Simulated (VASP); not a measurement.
# Co (P6_3/mmc) in VASP: a series of runs, part 2 of 2

VASP 6.6.1. Earlier steps stand in the parts before.

## (3) Single point, PBEsol, collinear spin, ferromagnetic start (biaxial strain in the a-b plane: -1.0 %, then relaxed in part)

File INCAR:

```
PREC = Accurate ; ENCUT = 520
EDIFF = 1E-7 ; ISMEAR = 0
SIGMA = 0.1 ; LREAL = False
LASPH = True ; NELM = 150
ALGO = Fast ; ISIF = 2
LWAVE = False ; LCHARG = False
ISPIN = 2 ; MAGMOM = 1.79 1.79
LORBIT = 11 ; LMAXMIX = 4
GGA = PS ; NBANDS = 20
```

File KPOINTS:

```
Automatic mesh
0
Gamma
  21 21 10
```

File POSCAR:

```
Co
1.0
    2.4313544143      0.0000000000      0.0000000000
   -1.2156772072      2.1056146884      0.0000000000
    0.0000000000      0.0000000000      3.9913064529
Co
2
Direct
    0.3333333333      0.6666666667      0.2500000000
    0.6666666667      0.3333333333      0.7500000000
```

Potentials or basis: VASP PAW PBE potentials, release 64 (Co).

Command:

```console
cat potpaw_PBE.64/Co/POTCAR > POTCAR
mpirun -np 1 vasp_std > vasp.out
```

OUTCAR:

```text
PREC = Accurate
   ENCUT = 520
   EDIFF = 1E-7
   ISMEAR = 0
   LREAL = False
   LASPH = True
   NELM = 150
   ISIF = 2
   ISPIN = 2
   LORBIT = 11
   GGA = PS

 ion  position               nearest neighbor table
   1  0.333  0.667  0.250-   2 2.44   2 2.44   2 2.44   2 2.44   2 2.44   2 2.44
   2  0.667  0.333  0.750-   1 2.44   1 2.44   1 2.44   1 2.44   1 2.44   1 2.44

  LATTYP: Found a hexagonal cell.
 ALAT       =     2.4313544143
 C/A-ratio  =     1.6415979626

  Lattice vectors:

 A1 = (   2.4313544143,   0.0000000000,   0.0000000000)
 A2 = (  -1.2156772072,   2.1056146884,   0.0000000000)
[... 1323 lines left out ...]

 VOLUME and BASIS-vectors are now :
 -----------------------------------------------------------------------------
  energy-cutoff  :      520.00
  volume of cell :       20.43
      direct lattice vectors                 reciprocal lattice vectors
     2.431354414  0.000000000  0.000000000     0.411293390  0.237460350  0.000000000
    -1.215677207  2.105614688  0.000000000     0.000000000  0.474920699  0.000000000
     0.000000000  0.000000000  3.991306453     0.000000000  0.000000000  0.250544530

 POSITION                                       TOTAL-FORCE (eV/Angst)
 -----------------------------------------------------------------------------------
     -0.00000      1.40374      0.99783         0.000000      0.000000      0.000000
      1.21568      0.70187      2.99348        -0.000000     -0.000000      0.000000
 -----------------------------------------------------------------------------------
    total drift:                                0.000000     -0.000000     -0.000000

  FREE ENERGIE OF THE ION-ELECTRON SYSTEM (eV)
  ---------------------------------------------------
  free  energy   TOTEN  =       -15.4718438535 eV

  energy  without entropy=      -15.4632384844  energy(sigma->0) =      -15.46754117

 total charge

# of ion       s       p       d       tot
------------------------------------------
    1        0.515   0.579   7.301   8.396
    2        0.515   0.579   7.301   8.396
--------------------------------------------------
tot          1.030   1.159  14.603  16.791

 magnetization (x)

# of ion       s       p       d       tot
------------------------------------------
    1       -0.015  -0.052   1.625   1.557
    2       -0.015  -0.052   1.625   1.557
--------------------------------------------------
tot         -0.031  -0.104   3.250   3.115
```

OSZICAR:

```text
N       E                     dE             d eps       ncg     rms          rms(c)
DAV:   1     0.829701070496E+02    0.82970E+02   -0.78585E+03 24432   0.121E+03
DAV:   2    -0.133848185694E+02   -0.96355E+02   -0.86642E+02 23372   0.218E+02
DAV:   3    -0.179009268669E+02   -0.45161E+01   -0.43250E+01 26172   0.567E+01
DAV:   4    -0.179696592324E+02   -0.68732E-01   -0.68675E-01 28236   0.618E+00
DAV:   5    -0.179716199001E+02   -0.19607E-02   -0.19606E-02 26860   0.989E-01    0.168E+01
RMM:   6    -0.158744339082E+02    0.20972E+01   -0.74975E+00 27567   0.293E+01    0.747E+00
RMM:   7    -0.155290690182E+02    0.34536E+00   -0.76952E-01 27469   0.100E+01    0.445E+00
RMM:   8    -0.154883980639E+02    0.40671E-01   -0.28562E-02 32247   0.101E+00    0.189E+00
RMM:   9    -0.154724829444E+02    0.15915E-01   -0.86425E-03 33977   0.466E-01    0.543E-01
RMM:  10    -0.154718633785E+02    0.61957E-03   -0.15683E-03 31764   0.358E-01    0.123E-01
RMM:  11    -0.154718565173E+02    0.68612E-05   -0.59580E-04 36373   0.120E-01    0.613E-02
RMM:  12    -0.154718492805E+02    0.72368E-05   -0.52294E-05 33948   0.479E-02    0.423E-02
RMM:  13    -0.154718467695E+02    0.25110E-05   -0.19346E-05 34470   0.396E-02    0.126E-02
RMM:  14    -0.154718441420E+02    0.26275E-05   -0.50688E-06 33364   0.165E-02    0.316E-03
RMM:  15    -0.154718438114E+02    0.33053E-06   -0.16563E-06 35274   0.641E-03    0.118E-03
RMM:  16    -0.154718438535E+02   -0.42080E-07   -0.13300E-07 20009   0.235E-03
   1 F= -.15471844E+02 E0= -.15467541E+02  d E =-.860537E-02  mag=     3.1058
```

Wall time 4 min (1 thread of Intel Xeon 6975P-C (Granite Rapids), shared host); peak memory 0.26 GiB.

Results:

```
Free energy                                           : -15.4718 eV
Pressure                                              : 2.8 GPa
Net moment                                            : 3.11 μB per cell
Site moments                                          : Co +1.56 μB
Valence electrons inside the program's atomic spheres : Co 8.40
```

Stress tensor (GPa, compression positive):
```
 4.71  0.00  0.00
 0.00  4.71  0.00
 0.00  0.00 -1.01
```

Caveat: the cell differs from its parent crystal (biaxial strain in the a-b plane: -1.0 %, then relaxed in part); the PAW data sets were made with another functional, which shifts forces and pressure a little.

## (4) Single point, PBEsol, collinear spin, ferromagnetic start (biaxial strain in the a-b plane: -1.0 %)

File INCAR:

```
SYSTEM = Co
  ALGO = Normal
  EDIFF = 1E-6
  ENCUT = 520
  GGA = PS
  ISIF = 2
  ISMEAR = 0
  ISPIN = 2
  LASPH = .TRUE.
  LCHARG = .FALSE.
  LMAXMIX = 4
  LORBIT = 11
  LREAL = .FALSE.
  LWAVE = .FALSE.
  MAGMOM = 1.79 1.79
  NBANDS = 20
  NELM = 150
  PREC = Accurate
  SIGMA = 0.1
```

File KPOINTS:

```
k-points
0
G
  21 21 10
  0 0 0
```

POSCAR, as its differences from that of step 3:

```diff
@@ -4,3 +4,3 @@
    -1.2156772072      2.1056146884      0.0000000000
-    0.0000000000      0.0000000000      3.9913064529
+    0.0000000000      0.0000000000      3.9918463769
 Co
```

Command:

```console
cat potpaw_PBE.64/Co/POTCAR > POTCAR
mpirun -np 1 vasp_std > vasp.out
```

It took 3.3 min on 1 thread of Intel Xeon 6975P-C (Granite Rapids), shared host; peak memory 0.26 GiB.

The run converged. Its results:

| Quantity | Value |
| --- | --- |
| Free energy | -15.4718 eV |
| Pressure | 2.7 GPa |
| Net moment | 3.11 μB per cell |
| Site moments | Co +1.56 μB |
| Valence electrons inside the program's atomic spheres | Co 8.39 |

Stress tensor (GPa, compression positive):
```
 4.63  0.00  0.00
 0.00  4.63  0.00
 0.00  0.00 -1.13
```

Levels at points of the mesh, in eV from the Fermi level:
Spin up:
| k point | band 6 | band 7 | band 8 | band 9 | band 10 | band 11 | band 12 | band 13 | band 14 | band 15 |
| --- | --- | --- | --- | --- | --- | --- | --- | --- | --- | --- |
| (0.00, 0.00, 0.00) | -2.31 | -2.31 | -1.86 | -1.86 | -0.71 | -0.71 | -0.34 | 6.67 | 22.64 | 25.59 |
| (0.00, 0.00, 0.50) | -2.69 | -2.69 | -2.69 | -1.04 | -1.04 | -1.04 | -1.04 | 15.28 | 15.28 | 23.38 |
Spin down:
```tsv
k point	band 5	band 6	band 7	band 8	band 9	band 10
(0.00, 0.00, 0.00)	-1.08	-0.70	-0.70	-0.31	-0.16	-0.16
(0.00, 0.00, 0.50)	-1.13	-1.13	-1.13	-1.13	0.74	0.74
```

Caveat: the cell differs from its parent crystal (biaxial strain in the a-b plane: -1.0 %); the PAW data sets were made with another functional, which shifts forces and pressure a little.

## (5) The runs side by side

```tsv
cell	gap on the mesh (eV)	pressure (GPa)	moment (μB)
a = 2.407, b = 2.407, c = 4.016 Å, angles 90.0, 90.0, 120.0°, 2 atoms	none	7.0	3.10
a = 2.431, b = 2.431, c = 3.991 Å, angles 90.0, 90.0, 120.0°, 2 atoms	none	2.8	3.11
a = 2.431, b = 2.431, c = 3.992 Å, angles 90.0, 90.0, 120.0°, 2 atoms	none	2.7	3.11
```

Alike in all rows: task single point; level PBEsol; potentials or basis VASP PAW PBE potentials, release 64 (Co); spin collinear, ferromagnetic start; k mesh 21 × 21 × 10; cutoff (eV) 520; smearing gaussian 0.1 eV.

Caveats: the PAW data sets were made with another functional, which shifts forces and pressure a little; the cell stands under pressure (at least some runs).

Absolute energies hang on the potentials; compare differences alone.
